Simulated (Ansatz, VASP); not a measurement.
## One calculation of ScInS3, two programs

```
Sc In S
1.0
     4.51054    0.00000    0.00000
     0.00000    4.51054    0.00000
     0.00000    0.00000    6.31395
Sc In S
1 1 3
Direct
  0.50000 0.50000 0.47713
  0.00000 0.00000 0.07491
  0.50000 0.00000 0.27702
  0.00000 0.50000 0.27702
  0.00000 0.00000 0.69432
```

Change from the starting cell: species swapped into the CeSiPt3 type (P4mm, No. 99).

Alike in both runs: functional PBE; k mesh 8 × 8 × 6; occupations gaussian, width 0.1 eV; no spin polarisation.

Ansatz relaxed the structure, and its values are those at the end. VASP's run is a single point on that final structure, the one shown.

```csv
,VASP,Ansatz
version,VASP 6.6.1,Ansatz 0.2.0
potentials or method,"VASP PAW PBE potentials, release 64 (Sc_sv, In_d, S), cutoff 520 eV","scalar-relativistic, plane waves, PAW"
valence electrons in the cell,42,42
```

Ansatz gave:

```
gap on the k mesh at the Fermi level (eV) : none
pressure (GPa)                            : 0.0
rms of the force components (eV/Å)        : 0.001
```

What did VASP give for the same quantities?

gap on the k mesh at the Fermi level (eV): none; pressure (GPa): 0.0; rms of the force components (eV/Å): 0.012.

A gap of «none» marks a metal or a gap that the smearing closes.
